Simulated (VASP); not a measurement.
# CdSi11O24 in VASP: single point with PBEsol

Aim: the single point of CdSi11O24 with PBEsol.

Everything below comes from runs of VASP 6.6.1. Logs are shortened: lines on timing, memory, paths and dates and some standing lists are left out, and cuts for length are marked.

## 1. The cell of the first run

The cell holds a repeated cell, 72 atoms: a = 8.389 Å, b = 8.389 Å, c = 8.036 Å, α = 90.00°, β = 90.00°, γ = 90.00°.

## 2. Single point, PBEsol, collinear spin

Contents of INCAR:

```
PREC     = Accurate       # precision mode
ENCUT    = 520            # plane-wave cutoff, eV
EDIFF    = 1E-6           # SCF threshold, eV
ISMEAR   = -1             # smearing method
SIGMA    = 0.05           # smearing width, eV
LREAL    = Auto         
LASPH    = T              # aspherical terms in the spheres
NELM     = 200            # most SCF steps
ALGO     = Normal         # electronic algorithm
ISIF     = 2              # what is computed and relaxed
LWAVE    = F              # write WAVECAR
LCHARG   = T              # write CHGCAR
ISPIN    = 2              # spin polarisation
MAGMOM   = 0 0 0 0 0 0 0 0 0 0 0 0 0 0 0 0 0 0 0 0 0 0 0.286 0.286 0 0 0 0 0.286 0 0 0 0 0 0.286 0 0 0.286 0 0 0 0 0 0.286 0 0 0 0 0.286 0.286 0 0 0 0 0.286 0.286 0 0 0 0 0 0 0 0.286 0.286 0 0 0 0 0.286 0.286 0 # initial moments
LORBIT   = 11             # projections on sites
GGA      = PS             # functional
LELF     = T              # ELF
LVHAR    = T            
ISYM     = -1           
NBANDS   = 246            # bands
GGA_COMPAT= F
```

Contents of KPOINTS:

```
explicit points
1
Reciprocal
  0.25000000   0.25000000   0.25000000 1
```

Contents of POSCAR:

```
CdSi11O24
1.0
    8.3886930000      0.0000000000      0.0000000000
    0.0000000000      8.3886930000      0.0000000000
    0.0000000000      0.0000000000      8.0356430000
Si Cd O
22 2 48
Direct
    0.0008410000      0.0004410000      0.9989490000
    0.0004010000      0.0001400000      0.3333450000
    0.9999440000      0.9998290000      0.6677290000
    0.0016190000      0.5020020000      0.9945670000
    0.9991570000      0.4982510000      0.6721040000
    0.5008640000      0.0004840000      0.9989580000
    0.5003820000      0.0001160000      0.3333460000
    0.4999010000      0.9998060000      0.6677140000
    0.5016480000      0.5020250000      0.9945750000
    0.4991000000      0.4982470000      0.6721040000
    0.2475910000      0.2429920000      0.1640560000
    0.2473880000      0.2428610000      0.5036720000
    0.2515960000      0.2491660000      0.8341340000
    0.2533380000      0.7573210000      0.1629420000
    0.2531200000      0.7571760000      0.5027160000
    0.2491550000      0.7511630000      0.8325850000
    0.7476650000      0.2430770000      0.1639690000
    0.7474620000      0.2429540000      0.5037390000
    0.7515940000      0.2491400000      0.8340890000
    0.7534120000      0.7573940000      0.1629960000
    0.7532010000      0.7572610000      0.5026310000
    0.7491650000      0.7511280000      0.8325330000
    0.0003800000      0.5001590000      0.3333310000
    0.5004250000      0.5001340000      0.3333410000
    0.1557600000      0.1461790000      0.9963460000
    0.1456990000      0.1469090000      0.3331990000
    0.1555980000      0.1454910000      0.6711160000
    0.1521460000      0.6577450000      0.9961260000
    0.1769820000      0.6647840000      0.3326930000
    0.1512450000      0.6566220000      0.6684590000
    0.6557590000      0.1461950000      0.9963420000
    0.6457990000      0.1471060000      0.3331610000
    0.6555750000      0.1455310000      0.6710940000
    0.6521640000      0.6578150000      0.9960620000
    0.6770310000      0.6650420000      0.3327360000
    0.6512120000      0.6566570000      0.6683940000
    0.3495490000      0.3436240000      0.9982990000
    0.3237710000      0.3352410000      0.3339510000
    0.3485990000      0.3424700000      0.6705950000
    0.3451850000      0.8547700000      0.9955820000
    0.3550030000      0.8531330000      0.3335300000
    0.3449940000      0.8541060000      0.6703330000
    0.8495100000      0.3436460000      0.9982330000
    0.8238360000      0.3354800000      0.3339960000
    0.8486270000      0.3425220000      0.6705560000
    0.8451850000      0.8547980000      0.9955580000
    0.8551100000      0.8533540000      0.3334930000
    0.8450240000      0.8541070000      0.6703250000
    0.1058010000      0.3939520000      0.1375330000
    0.1008110000      0.3882040000      0.5295310000
    0.0984240000      0.4028660000      0.8337630000
    0.0980240000      0.9036650000      0.1644840000
    0.0978880000      0.9035860000      0.5018910000
    0.0951330000      0.9016730000      0.8329680000
    0.6060290000      0.3941870000      0.1375380000
    0.6005950000      0.3880610000      0.5295010000
    0.5984700000      0.4029020000      0.8337350000
    0.5980080000      0.9037060000      0.1645150000
    0.5978780000      0.9036600000      0.5018560000
    0.5951430000      0.9017040000      0.8329400000
    0.4029130000      0.0966110000      0.1648500000
    0.4027780000      0.0965540000      0.5021490000
    0.4056290000      0.0985860000      0.8337290000
    0.4002120000      0.6122160000      0.1371780000
    0.3947890000      0.6060920000      0.5291310000
    0.4022990000      0.5973970000      0.8329380000
    0.9029190000      0.0967030000      0.1648050000
    0.9027790000      0.0966230000      0.5021990000
    0.9056560000      0.0986340000      0.8337080000
    0.8999440000      0.6120190000      0.1371080000
    0.8949760000      0.6062950000      0.5291670000
    0.9023180000      0.5973800000      0.8329070000
```

Potentials or basis: VASP PAW PBE potentials, release 64 (Si, Cd, O).

Started as:

```sh
$ cat potpaw_PBE.64/Si/POTCAR potpaw_PBE.64/Cd/POTCAR potpaw_PBE.64/O/POTCAR > POTCAR
$ mpirun -np 1 vasp_std > vasp.out
```

OUTCAR:

```text
PREC = Accurate
   ENCUT = 520
   EDIFF = 1E-6
   ISMEAR = -1
   LREAL = Auto
   LASPH = T
   NELM = 200
   ISIF = 2
   ISPIN = 2
   LORBIT = 11
   GGA = PS
   ISYM = -1

 ion  position               nearest neighbor table
   1  0.001  0.000  0.999-  69 1.75  54 1.76  52 1.76  67 1.76  25 1.78  46 1.79   3 2.66   2 2.69

   2  0.000  0.000  0.333-  26 1.73  47 1.73  67 1.78  53 1.78  68 1.78  52 1.78   3 2.69   1 2.69

   3  1.000  1.000  0.668-  54 1.75  69 1.76  68 1.76  53 1.76  48 1.78  27 1.79   1 2.66   2 2.69
[... 33 lines left out ...]
  20  0.753  0.757  0.163-  35 1.69  70 1.74  46 1.75  58 1.79  34 1.79  47 1.80  22 2.66  21 2.73
                            23 3.29  24 3.32
  21  0.753  0.757  0.503-  35 1.69  71 1.75  48 1.75  59 1.79  36 1.79  47 1.80  22 2.65  20 2.73
                            23 3.29  24 3.32
  22  0.749  0.751  0.833-  34 1.73  36 1.74  48 1.76  46 1.77  60 1.81  72 1.82  21 2.65  20 2.66

  23  0.000  0.500  0.333-  71 2.01  49 2.01  70 2.02  50 2.02  44 2.03  29 2.03   4 2.72   5 2.72
                            21 3.29  11 3.29  20 3.29  12 3.29  15 3.32  17 3.32  14 3.32  18 3.32
  24  0.500  0.500  0.333-  55 2.01  65 2.01  56 2.02  64 2.02  35 2.03  38 2.03  10 2.72   9 2.72
                            17 3.29  15 3.29  18 3.29  14 3.29  21 3.32  11 3.32  20 3.32  12 3.32
  25  0.156  0.146  0.996-  11 1.75  13 1.76   1 1.78
  26  0.146  0.147  0.333-   2 1.73  11 1.80  12 1.80
  27  0.156  0.145  0.671-  12 1.75  13 1.77   3 1.79
  28  0.152  0.658  0.996-  16 1.73  14 1.79   4 1.82
  29  0.177  0.665  0.333-  14 1.70  15 1.70  23 2.03
  30  0.151  0.657  0.668-  16 1.74  15 1.79   5 1.84
[... 40 lines left out ...]
  71  0.895  0.606  0.529-   5 1.70  21 1.75  23 2.01
  72  0.902  0.597  0.833-   5 1.74   4 1.74  22 1.82

IMPORTANT INFORMATION: All symmetrisations will be switched off!
NOSYMM: (Re-)initialisation of all symmetry stuff for point group C_1.

----------------------------------------------------------------------------------------

                                     Primitive cell

  volume of cell :     565.4696

  direct lattice vectors                    reciprocal lattice vectors
     8.388693000  0.000000000  0.000000000     0.119208082  0.000000000  0.000000000
     0.000000000  8.388693000  0.000000000     0.000000000  0.119208082  0.000000000
     0.000000000  0.000000000  8.035643000     0.000000000  0.000000000  0.124445548

  length of vectors
     8.388693000  8.388693000  8.035643000     0.119208082  0.119208082  0.124445548

  position of ions in fractional coordinates (direct lattice)
     0.000841000  0.000441000  0.998949000
     0.000401000  0.000140000  0.333345000
     0.999944000  0.999829000  0.667729000
     0.001619000  0.502002000  0.994567000
     0.999157000  0.498251000  0.672104000
     0.500864000  0.000484000  0.998958000
[... 64 lines left out ...]
     0.894976000  0.606295000  0.529167000
     0.902318000  0.597380000  0.832907000

  ion indices of the primitive-cell ions
   primitive index   ion index
                 1           1
                 2           2
                 3           3
                 4           4
                 5           5
                 6           6
[... 64 lines left out ...]
                71          71
                72          72

----------------------------------------------------------------------------------------

 KPOINTS: explicit points

Read explicit list of k-points.

 Found      1 k-points:

 Following reciprocal coordinates:
[... 27 lines left out ...]
   ISYM   =     -1    0-nonsym 1-usesym 2-fastsym
   POTIM  = 0.5000    time-step for ionic-motion
   TEBEG  =    0.0;   TEEND  =   0.0 temperature during run
   PSTRESS=    0.0 pullay stress
   NELECT =     400.0000    total number of electrons
   NUPDOWN=      -1.0000    fix difference up-down
   EMIN   =  10.00;   EMAX   =-10.00  energy-range for DOS
   EFERMI =   0.00;   METHOD = LEGACY
   ISMEAR =    -1;   SIGMA  =   0.05  broadening in eV -4-tet -1-fermi 0-gaus
   EFERMI_NEDOS =   21; number of points for ismear=-14 and -15
   IALGO  =     38    algorithm
   IMIX   =      4    mixing-type and parameters
     AMIX     =   0.40;   BMIX     =  1.00
     AMIX_MAG =   1.60;   BMIX_MAG =  1.00
  volume/ion in A,a.u.               =       7.85        53.00
  Fermi-wavevector in a.u.,A,eV,Ry     =   1.458675  2.756495 28.949545  2.127732
  Thomas-Fermi vector in A             =   2.575331
   LORBIT       =     11    0 simple, 1 ext, 2 COOP (PROOUT), +10 PAW based schemes
   GGA     = PS    functional components
   LHFCALC =     F    Hartree Fock is set to
   AEXX    =    0.0000 exact exchange contribution
   IVDW    =     0    specifies the selected vdW correction
   LEPSILON=     F    determine dielectric tensor
   LRPA    =     F    only Hartree local field effects (RPA)
 spin polarized calculation
  energy-cutoff  :      520.00
  volume of cell :      565.47
 maximum number of plane-waves:     15222
 NGX is ok and might be reduce to    64
   NGX = 31   NGY = 31   NGZ = 29

 number of electron     400.0000011 magnetization       1.9107151

 Free energy of the ion-electron system (eV)
  ---------------------------------------------------
  ext. energy  EPLUGINS =         0.00000000
  ---------------------------------------------------
  free energy    TOTEN  =      -556.59000950 eV

  energy without entropy =     -556.46376522  energy(sigma->0) =     -556.52688736

 E-fermi :   7.5119     XC(G=0): -12.5803

 val. band max:        7.4550333102   @ k =   0.2500   0.2500   0.2500
 cond. band min:       7.5389601738   @ k =   0.2500   0.2500   0.2500
 fundamental gap:      0.0839268636
 Fermi energy:         7.5119390096

 spin component 1

 k-point     1 :       0.2500    0.2500    0.2500
  band No.  band energies     occupation
      1     -14.6207      1.00000
      2     -14.0130      1.00000
      3     -14.0031      1.00000
      4     -13.8222      1.00000
      5     -13.5271      1.00000
      6     -13.3090      1.00000
[... 204 lines left out ...]
    211      15.7356      0.00000
    212      15.8215      0.00000
 Fermi energy:         7.5119390096

 spin component 2

 k-point     1 :       0.2500    0.2500    0.2500
  band No.  band energies     occupation
      1     -14.6015      1.00000
      2     -13.9880      1.00000
      3     -13.9844      1.00000
      4     -13.7975      1.00000
      5     -13.4934      1.00000
      6     -13.2851      1.00000
[... 204 lines left out ...]
    211      15.7481      0.00000
    212      15.8398      0.00000
 [bands above 212 left out]

------------------------ aborting loop because EDIFF is reached ----------------------------------------

  FORCE on cell =-STRESS in cart. coord.  units (eV):
  Direction    XX          YY          ZZ          XY          YZ          ZX
  --------------------------------------------------------------------------------------
  -------------------------------------------------------------------------------------
  Total       51.3476627     47.2350266     74.3516218     14.3567760     -0.1428261      0.5437295
  in kB      145.4862757    133.8337080    210.6647114     40.6778762     -0.4046775      1.5405800
  external PRESSURE =     163.3282317 kB  Pullay stress =       0.0000000 kB

 VOLUME and BASIS-vectors are now :
 -----------------------------------------------------------------------------
  energy-cutoff  :      520.00
  volume of cell :      565.47
      direct lattice vectors                 reciprocal lattice vectors
     8.388693000  0.000000000  0.000000000     0.119208082  0.000000000  0.000000000
     0.000000000  8.388693000  0.000000000     0.000000000  0.119208082  0.000000000
     0.000000000  0.000000000  8.035643000     0.000000000  0.000000000  0.124445548

 POSITION                                       TOTAL-FORCE (eV/Angst)
 -----------------------------------------------------------------------------------
      0.00705      0.00370      8.02720         0.000427      0.002496      0.000599
      0.00336      0.00117      2.67864        -0.001879     -0.000734      0.000278
      8.38822      8.38726      5.36563        -0.001854      0.003229     -0.000579
      0.01358      4.21114      7.99199         0.004397     -0.046078      0.015567
      8.38162      4.17967      5.40079        -0.004482      0.046036     -0.014961
      4.20159      0.00406      8.02727         0.002431     -0.005189     -0.000077
[... 64 lines left out ...]
      7.50768      5.08602      4.25220        -0.108947      0.098780      0.181321
      7.56927      5.01124      6.69294        -0.035672      0.033869      0.005860
 -----------------------------------------------------------------------------------
    total drift:                               -0.015818     -0.006104     -0.003697

  FREE ENERGIE OF THE ION-ELECTRON SYSTEM (eV)
  ---------------------------------------------------
  free  energy   TOTEN  =      -556.5900094985 eV

  energy  without entropy=     -556.4637652191  energy(sigma->0) =     -556.52688736

 total charge

# of ion       s       p       d       tot
------------------------------------------
    1        0.594   0.895   0.000   1.489
    2        0.600   0.907   0.000   1.506
    3        0.594   0.895   0.000   1.489
    4        0.598   0.919   0.000   1.517
    5        0.598   0.919   0.000   1.517
    6        0.594   0.895   0.000   1.489
[... 64 lines left out ...]
   71        1.558   3.624   0.000   5.182
   72        1.549   3.678   0.000   5.227
--------------------------------------------------
tot         88.423 196.777  19.213 304.413

 magnetization (x)

# of ion       s       p       d       tot
------------------------------------------
    1       -0.000   0.000   0.000   0.000
    2       -0.000   0.004   0.000   0.003
    3       -0.000   0.000   0.000   0.000
    4       -0.001  -0.001   0.000  -0.002
    5       -0.001  -0.001   0.000  -0.002
    6       -0.000   0.000   0.000   0.000
[... 64 lines left out ...]
   71        0.003   0.109   0.000   0.113
   72        0.000   0.005   0.000   0.005
--------------------------------------------------
tot          0.025   1.292   0.424   1.741
```

Run time: 11 min. Hardware: 1 thread of AMD EPYC 7R13 (Zen 3), shared host; peak memory 0.8 GiB.

What came out:

```
Free energy                                           : -556.5900 eV
Pressure                                              : 16.3 GPa
Largest force                                         : 0.280 eV/Å
Net moment                                            : 1.91 μB per cell
Site moments                                          : Si +0.00, -0.00 (each value once); Cd +0.20; O +0.01, +0.07, +0.11, +0.12, +0.00, -0.00 (each value once) μB
Valence electrons inside the program's atomic spheres : Si 1.49, 1.51, 1.52, 1.50 (each value once); Cd 10.62; O 5.23, 5.22, 5.21, 5.19, 5.18 (each value once)
```

Forces on the atoms (eV/Å):
```
Si   0.000  0.002  0.001
Si  -0.002 -0.001  0.000
Si  -0.002  0.003 -0.001
Si   0.004 -0.046  0.016
Si  -0.004  0.046 -0.015
Si   0.002 -0.005  0.000
Si   0.004  0.002 -0.001
Si   0.001  0.003  0.001
Si   0.006 -0.045  0.013
Si  -0.001  0.046 -0.013
Si   0.017  0.035  0.063
Si   0.037  0.004 -0.092
Si  -0.024 -0.019  0.015
Si  -0.030 -0.001  0.102
Si  -0.011 -0.030 -0.077
Si   0.030  0.012 -0.016
Si   0.012  0.032  0.080
Si   0.029 -0.001 -0.105
Si  -0.026 -0.015  0.016
Si  -0.040 -0.001  0.089
Si  -0.017 -0.030 -0.060
Si   0.027  0.017 -0.014
Cd   0.005 -0.001  0.002
Cd  -0.002 -0.001 -0.001
O   -0.019 -0.033 -0.008
O   -0.030 -0.035  0.007
O   -0.015 -0.019  0.009
O   -0.001 -0.034  0.024
O    0.141  0.236 -0.008
O   -0.019 -0.033 -0.003
O   -0.021 -0.028 -0.009
O   -0.042 -0.051  0.008
O   -0.014 -0.021  0.011
O   -0.003 -0.034  0.027
O    0.136  0.218 -0.011
O   -0.018 -0.035 -0.008
O    0.021  0.036  0.004
O   -0.137 -0.217  0.009
O    0.005  0.036 -0.022
O    0.015  0.019 -0.011
O    0.040  0.054 -0.010
O    0.019  0.024  0.008
O    0.023  0.034  0.001
O   -0.148 -0.238  0.007
O    0.002  0.038 -0.022
O    0.015  0.018 -0.009
O    0.029  0.035 -0.009
O    0.016  0.030  0.008
O    0.107 -0.096 -0.184
O    0.092 -0.077  0.132
O    0.038 -0.035 -0.004
O    0.016 -0.010 -0.003
O    0.017 -0.006  0.004
O    0.031 -0.032  0.002
O    0.103 -0.101 -0.185
O    0.104 -0.075  0.136
O    0.032 -0.034 -0.003
O    0.021 -0.011 -0.005
O    0.023 -0.009  0.006
O    0.031 -0.032  0.003
O   -0.025  0.007 -0.007
O   -0.025  0.011  0.007
O   -0.028  0.030 -0.003
O   -0.105  0.077 -0.134
O   -0.106  0.105  0.185
O   -0.035  0.030  0.005
O   -0.019  0.003 -0.004
O   -0.019  0.006  0.003
O   -0.028  0.026 -0.001
O   -0.094  0.084 -0.130
O   -0.109  0.099  0.181
O   -0.036  0.034  0.006
```

Caveat: the PAW data sets were made with another functional, which shifts forces and pressure a little.
